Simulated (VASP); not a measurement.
# Au in VASP: notebook

Au is run at these levels: r2SCAN; tasks: single point.

Program: VASP 6.6.1. These are calculated values, not measurements. Logs are shortened: lines on timing, memory, paths and dates and some standing lists are left out, and cuts for length are marked.

## (1) The cell of the first run

The cell holds a slab with vacuum, 5 atoms: a = 2.916 Å, b = 4.124 Å, c = 18.647 Å, α = 90.00°, β = 90.00°, γ = 90.00°.

## (2) Single point, r2SCAN

File POSCAR:

```
Au
1.0
    2.9163208009      0.0000000000      0.0000000000
    0.0000000000      4.1243004289      0.0000000000
    0.0000000000      0.0000000000     18.6472000000
Au
5
Direct
    0.0000000000      0.0000000000      0.3485766690
    0.5000000000      0.5000000000      0.4173805359
    0.0000000000      0.0000000000      0.5000000012
    0.5000000000      0.5000000000      0.5826194688
    0.0000000000      0.0000000000      0.6514233310
```

File INCAR.step1:

```
SYSTEM = Au
PREC = Accurate
ENCUT = 440
ISMEAR = -1
SIGMA = 0.1
LREAL = .False.
LASPH = .True.
NELM = 120
LDIPOL = .True.
IDIPOL = 3
DIPOL = 0.5 0.5 0.500
NBANDS = 36
GGA = PE
ALGO = Normal
EDIFF = 1E-5
LWAVE = .True.
LCHARG = .False.
GGA_COMPAT = .False.
NELMDL = -8
```

File INCAR.step2:

```
SYSTEM = Au
PREC = Accurate
ENCUT = 440
EDIFF = 1E-6
ISMEAR = -1
SIGMA = 0.1
LREAL = .False.
LASPH = .True.
NELM = 120
ALGO = Normal
ISIF = 2
LWAVE = .False.
LCHARG = .False.
LDIPOL = .True.
IDIPOL = 3
DIPOL = 0.5 0.5 0.500
METAGGA = R2SCAN
LMIXTAU = .True.
NBANDS = 36
ISTART = 1
GGA_COMPAT = .False.
```

File KPOINTS:

```
regular mesh
0
Gamma
  12 9 1
  0 0 0
```

Potentials or basis: VASP PAW PBE potentials, release 64 (Au).

The run is started by

```sh
> cat potpaw_PBE.64/Au/POTCAR > POTCAR
> cp INCAR.step1 INCAR
> mpirun -np 1 vasp_std > vasp.out
> cp INCAR.step2 INCAR
> mpirun -np 1 vasp_std > vasp.out
```

OUTCAR:

```text
SYSTEM = Au
   PREC = Accurate
   ENCUT = 440
   EDIFF = 1E-6
   ISMEAR = -1
   LREAL = .False.
   LASPH = .True.
   NELM = 120
   ISIF = 2
   METAGGA = R2SCAN
   ISTART = 1

 ion  position               nearest neighbor table
   1  0.000  0.000  0.349-   3 2.82   2 2.83   2 2.83   2 2.83   2 2.83
   2  0.500  0.500  0.417-   1 2.83   1 2.83   1 2.83   1 2.83   3 2.96   3 2.96   3 2.96   3 2.96
                             4 3.08
   3  0.000  0.000  0.500-   5 2.82   1 2.82   2 2.96   2 2.96   2 2.96   2 2.96   4 2.96   4 2.96
                             4 2.96   4 2.96
   4  0.500  0.500  0.583-   5 2.83   5 2.83   5 2.83   5 2.83   3 2.96   3 2.96   3 2.96   3 2.96
                             2 3.08
   5  0.000  0.000  0.651-   3 2.82   4 2.83   4 2.83   4 2.83   4 2.83

  LATTYP: Found a simple orthorhombic cell.
 ALAT       =     2.9163208009
 B/A-ratio  =     1.4142135624
 C/A-ratio  =     6.3940839411

  Lattice vectors:

 A1 = (   2.9163208009,   0.0000000000,   0.0000000000)
 A2 = (   0.0000000000,   4.1243004289,   0.0000000000)
 A3 = (   0.0000000000,   0.0000000000,  18.6472000000)

Analysis of symmetry for initial positions (statically):
=====================================================================
 Subroutine PRICEL returns:
 Original cell was already a primitive cell.

 Routine SETGRP: Setting up the symmetry group for a
 simple orthorhombic supercell.

 Subroutine GETGRP returns: Found  8 space group operations
 (whereof  8 operations were pure point group operations)
 out of a pool of  8 trial point group operations.

The static configuration has the point symmetry D_2h.

Analysis of symmetry for dynamics (positions and initial velocities):
=====================================================================
 Subroutine PRICEL returns:
 Original cell was already a primitive cell.

 Routine SETGRP: Setting up the symmetry group for a
 simple orthorhombic supercell.

 Subroutine GETGRP returns: Found  8 space group operations
 (whereof  8 operations were pure point group operations)
 out of a pool of  8 trial point group operations.

The dynamic configuration has the point symmetry D_2h.

 Subroutine INISYM returns: Found  8 space group operations
 (whereof  8 operations are pure point group operations),
 and found     1 'primitive' translations

----------------------------------------------------------------------------------------

                                     Primitive cell

  volume of cell :     224.2845

  direct lattice vectors                    reciprocal lattice vectors
     2.916320801  0.000000000  0.000000000     0.342897805  0.000000000  0.000000000
     0.000000000  4.124300429  0.000000000     0.000000000  0.242465363  0.000000000
     0.000000000  0.000000000 18.647200000     0.000000000  0.000000000  0.053627354

  length of vectors
     2.916320801  4.124300429 18.647200000     0.342897805  0.242465363  0.053627354

  position of ions in fractional coordinates (direct lattice)
     0.000000000  0.000000000  0.348576669
     0.500000000  0.500000000  0.417380536
     0.000000000  0.000000000  0.500000001
     0.500000000  0.500000000  0.582619469
     0.000000000  0.000000000  0.651423331

  ion indices of the primitive-cell ions
   primitive index   ion index
                 1           1
                 2           2
                 3           3
                 4           4
                 5           5

----------------------------------------------------------------------------------------

 KPOINTS: regular mesh

Automatic generation of k-mesh.
 Grid dimensions read from file:
 generate k-points for:   12    9    1

 Generating k-lattice:

  Cartesian coordinates                     Fractional coordinates (reciprocal lattice)
     0.028574817  0.000000000  0.000000000     0.083333333  0.000000000  0.000000000
     0.000000000  0.026940596  0.000000000     0.000000000  0.111111111  0.000000000
     0.000000000  0.000000000  0.053627354     0.000000000  0.000000000  1.000000000

  Length of vectors
     0.028574817  0.026940596  0.053627354

  Shift w.r.t. Gamma in fractional coordinates (k-lattice)
     0.000000000  0.000000000  0.000000000

 Subroutine IBZKPT returns following result:
 ===========================================

 Found     35 irreducible k-points:

 Following reciprocal coordinates:
            Coordinates               Weight
  0.000000  0.000000  0.000000      1.000000
  0.083333  0.000000  0.000000      2.000000
  0.166667  0.000000  0.000000      2.000000
  0.250000  0.000000  0.000000      2.000000
  0.333333  0.000000  0.000000      2.000000
  0.416667  0.000000  0.000000      2.000000
[... 16 lines left out ...]
  0.083333  0.333333  0.000000      4.000000
  0.166667  0.333333  0.000000      4.000000
 [... further k-points ...]
   k-points           NKPTS =     35   k-points in BZ     NKDIM =     35   number of bands    NBANDS=     36
   number of dos      NEDOS =    301   number of ions     NIONS =      5
   total plane-waves  NPLWV =  71680
   dimension x,y,z NGX =    20 NGY =   28 NGZ =  128
   dimension x,y,z NGXF=    40 NGYF=   56 NGZF=  256
   ions per type =               5
   NGX,Y,Z   is equivalent  to a cutoff of  11.40, 11.29, 11.41 a.u.
   NGXF,Y,Z  is equivalent  to a cutoff of  22.80, 22.57, 22.82 a.u.
 SYSTEM =  Au
   PREC   = accura    normal or accurate (medium, high low for compatibility)
   ISTART =      1    job   : 0-new  1-cont  2-samecut
   ICHARG =      0    charge: 1-file 2-atom 10-const
   ISPIN  =      1    spin polarized calculation?
   LNONCOLLINEAR =      F non collinear calculations
   LSORBIT =      F    spin-orbit coupling
   LASPH  =      T    aspherical Exc in radial PAW
   ENCUT  =  440.0 eV  32.34 Ry    5.69 a.u.   4.99  7.05 31.89*2*pi/ulx,y,z
   NELM   =    120;   NELMIN=  2; NELMDL=  0     # of ELM steps
   EDIFF  = 0.1E-05   stopping-criterion for ELM
   LREAL  =      F    real-space projection
[... 7 lines left out ...]
   TEBEG  =    0.0;   TEEND  =   0.0 temperature during run
   PSTRESS=    0.0 pullay stress
   NELECT =      55.0000    total number of electrons
   NUPDOWN=      -1.0000    fix difference up-down
   EMIN   =  10.00;   EMAX   =-10.00  energy-range for DOS
   EFERMI =   0.00;   METHOD = LEGACY
   ISMEAR =    -1;   SIGMA  =   0.10  broadening in eV -4-tet -1-fermi 0-gaus
   EFERMI_NEDOS =   21; number of points for ismear=-14 and -15
   IALGO  =     38    algorithm
   IMIX   =      4    mixing-type and parameters
     AMIX     =   0.40;   BMIX     =  1.00
     AMIX_MAG =   1.60;   BMIX_MAG =  1.00
  volume/ion in A,a.u.               =      44.86       302.71
  Fermi-wavevector in a.u.,A,eV,Ry     =   1.024698  1.936399 14.286205  1.050006
  Thomas-Fermi vector in A             =   2.158499
   LORBIT       =      0    0 simple, 1 ext, 2 COOP (PROOUT), +10 PAW based schemes
   METAGGA = R2SCAN    functional components
   LHFCALC =     F    Hartree Fock is set to
   AEXX    =    0.0000 exact exchange contribution
   IVDW    =     0    specifies the selected vdW correction
   LEPSILON=     F    determine dielectric tensor
   LRPA    =     F    only Hartree local field effects (RPA)
 non-spin polarized calculation
  energy-cutoff  :      440.00
  volume of cell :      224.28
 maximum number of plane-waves:      4756
 NGX is ok and might be reduce to    20
   NGX =  9   NGY = 15   NGZ = 63

 number of electron      55.0000000 magnetization

 dipolmoment           0.000000      0.000000     -0.000001 electrons x Angstroem

 Free energy of the ion-electron system (eV)
  ---------------------------------------------------
  ext. energy  EPLUGINS =         0.00000000
  ---------------------------------------------------
  free energy    TOTEN  =      -251.36668001 eV

  energy without entropy =     -251.31777186  energy(sigma->0) =     -251.34222594

 E-fermi :   0.4139     XC(G=0):  -6.0803

 val. band max:        0.3980044684   @ k =   0.5000   0.1111   0.0000
 cond. band min:       0.4178446686   @ k =   0.3333   0.0000   0.0000
 fundamental gap:      0.0198402002
 Fermi energy:         0.4139437244

 k-point     1 :       0.0000    0.0000    0.0000
  band No.  band energies     occupation
      1      -8.5523      2.00000
      2      -7.0037      2.00000
      3      -6.2320      2.00000
      4      -5.8201      2.00000
      5      -5.7230      2.00000
      6      -5.1782      2.00000
[... 28 lines left out ...]
     35       6.7217      0.00000
     36       7.8301      0.00000

 k-point     2 :       0.0833    0.0000    0.0000
  band No.  band energies     occupation
      1      -8.3913      2.00000
      2      -6.8601      2.00000
      3      -6.0969      2.00000
      4      -5.7497      2.00000
      5      -5.5848      2.00000
      6      -5.0019      2.00000
[... 28 lines left out ...]
     35       6.7035      0.00000
     36       7.9041      0.00000

 k-point     3 :       0.1667    0.0000    0.0000
  band No.  band energies     occupation
      1      -7.9320      2.00000
      2      -6.5093      2.00000
      3      -5.7697      2.00000
      4      -5.5342      2.00000
      5      -5.2558      2.00000
      6      -5.1523      2.00000
[... 28 lines left out ...]
     35       6.7252      0.00000
     36       7.9211      0.00000
[... 742 lines left out ...]
 k-point    23 :       0.0833    0.3333    0.0000
  band No.  band energies     occupation
      1      -7.3135      2.00000
      2      -6.6125      2.00000
      3      -6.0174      2.00000
      4      -5.7565      2.00000
      5      -5.5696      2.00000
      6      -5.2527      2.00000
[... 28 lines left out ...]
     35       7.0229      0.00000
     36       7.0800      0.00000

 k-point    24 :       0.1667    0.3333    0.0000
  band No.  band energies     occupation
      1      -6.9381      2.00000
      2      -6.2158      2.00000
      3      -5.6458      2.00000
      4      -5.3867      2.00000
      5      -5.1747      2.00000
      6      -5.1563      2.00000
[... 28 lines left out ...]
     35       7.3908      0.00000
     36       7.4102      0.00000

 [... further k-points ...]

------------------------ aborting loop because EDIFF is reached ----------------------------------------

 vacuum level on the upper side and lower side of the slab       (xc-potential included)        -0.025        -0.025

  FORCE on cell =-STRESS in cart. coord.  units (eV):
  Direction    XX          YY          ZZ          XY          YZ          ZX
  --------------------------------------------------------------------------------------
  -------------------------------------------------------------------------------------
  Total       -3.7921743     -1.5537393      0.1303825     -0.0000000      0.0000000      0.0000000
  in kB      -27.0894165    -11.0991444      0.9313882     -0.0000000      0.0000000      0.0000000
  external PRESSURE =     -12.4190576 kB  Pullay stress =       0.0000000 kB

 VOLUME and BASIS-vectors are now :
 -----------------------------------------------------------------------------
  energy-cutoff  :      440.00
  volume of cell :      224.28
      direct lattice vectors                 reciprocal lattice vectors
     2.916320801  0.000000000  0.000000000     0.342897805  0.000000000  0.000000000
     0.000000000  4.124300429  0.000000000     0.000000000  0.242465363  0.000000000
     0.000000000  0.000000000 18.647200000     0.000000000  0.000000000  0.053627354

 POSITION                                       TOTAL-FORCE (eV/Angst)
 -----------------------------------------------------------------------------------
      0.00000      0.00000      6.49998         0.000000      0.000000     -0.022991
      1.45816      2.06215      7.78298        -0.000000      0.000000      0.001767
      0.00000      0.00000      9.32360        -0.000000      0.000000      0.000000
      1.45816      2.06215     10.86422        -0.000000      0.000000     -0.001767
      0.00000      0.00000     12.14722        -0.000000      0.000000      0.022991
 -----------------------------------------------------------------------------------
    total drift:                               -0.000000      0.000000     -0.000123

  FREE ENERGIE OF THE ION-ELECTRON SYSTEM (eV)
  ---------------------------------------------------
  free  energy   TOTEN  =      -251.3666800139 eV

  energy  without entropy=     -251.3177718591  energy(sigma->0) =     -251.34222594

 vacuum level on the upper side and lower side of the slab         5.333         5.333
```

Run time: 12 min. Hardware: 1 thread of Oxide Virtual Turin-like, shared host; peak memory 0.34 GiB.

Results:

```
Free energy            : -251.3667 eV
Largest force          : 0.023 eV/Å
Band gap on the k mesh : zero (an odd number of electrons rules out a gap without spin polarisation)
```

Forces on the atoms (eV/Å):
```
Au   0.000  0.000 -0.023
Au   0.000  0.000  0.002
Au   0.000  0.000  0.000
Au   0.000  0.000 -0.002
Au   0.000  0.000  0.023
```

Levels at points of the mesh, in eV from the Fermi level:
| k point | band 26 | band 27 | band 28 | band 29 | band 30 | band 31 |
| --- | --- | --- | --- | --- | --- | --- |
| (0.00, 0.00, 0.00) | -1.97 | -1.73 | -1.34 | 0.67 | 2.68 | 3.68 |
| (0.50, 0.00, 0.00) | -0.06 | 0.02 | 0.57 | 0.83 | 1.97 | 3.72 |

Caveat: the PAW data sets were made with another functional, which shifts forces and pressure a little; spin-orbit coupling is left out, which moves the levels of the heavy elements.

## (3) Single point, r2SCAN

POSCAR is that of step 2.

File INCAR.step1:

```
ALGO = Normal
DIPOL = 0.5 0.5 0.500
EDIFF = 1E-5
ENCUT = 440
GGA = PE
GGA_COMPAT = False
IDIPOL = 3
ISMEAR = -1
LASPH = True
LCHARG = False
LDIPOL = True
LREAL = False
LWAVE = True
NBANDS = 36
NELM = 120
NELMDL = -8
PREC = Accurate
SIGMA = 0.1
```

File INCAR.step2:

```
ALGO = Normal
DIPOL = 0.5 0.5 0.500
EDIFF = 1E-6
ENCUT = 440
GGA_COMPAT = False
IDIPOL = 3
ISIF = 2
ISMEAR = -1
ISTART = 1
LASPH = True
LCHARG = False
LDIPOL = True
LMIXTAU = True
LREAL = False
LWAVE = False
METAGGA = R2SCAN
NBANDS = 36
NELM = 120
PREC = Accurate
SIGMA = 0.1
```

File KPOINTS:

```
k-points
0
Gamma
  12 9 1
```

Potentials or basis: VASP PAW PBE potentials, release 64 (Au).

The run is started by

```sh
> cat potpaw_PBE.64/Au/POTCAR > POTCAR
> cp INCAR.step1 INCAR
> mpirun -np 1 vasp_std > vasp.out
> cp INCAR.step2 INCAR
> mpirun -np 1 vasp_std > vasp.out
```

Run time: 9.8 min. Hardware: 1 thread of Oxide Virtual Turin-like, shared host; peak memory 0.34 GiB.

Results (log left out):

```yaml
Free_energy: -251.3667 eV
Largest_force: 0.023 eV/Å
Band_gap_on_the_k_mesh: zero (an odd number of electrons rules out a gap without spin polarisation)
```

Forces on the atoms (eV/Å):
```
Au   0.000  0.000 -0.023
Au   0.000  0.000  0.002
Au   0.000  0.000  0.000
Au   0.000  0.000 -0.002
Au   0.000  0.000  0.023
```

Levels at points of the mesh, in eV from the Fermi level:
| k point | band 24 | band 25 | band 26 | band 27 | band 28 | band 29 | band 30 | band 31 | band 32 | band 33 |
| --- | --- | --- | --- | --- | --- | --- | --- | --- | --- | --- |
| (0.00, 0.00, 0.00) | -2.36 | -2.25 | -1.97 | -1.73 | -1.34 | 0.67 | 2.68 | 3.68 | 5.15 | 5.18 |
| (0.50, 0.00, 0.00) | -1.80 | -1.77 | -0.06 | 0.02 | 0.57 | 0.83 | 1.97 | 3.72 | 4.72 | 7.32 |

Caveat: the PAW data sets were made with another functional, which shifts forces and pressure a little; spin-orbit coupling is left out, which moves the levels of the heavy elements.
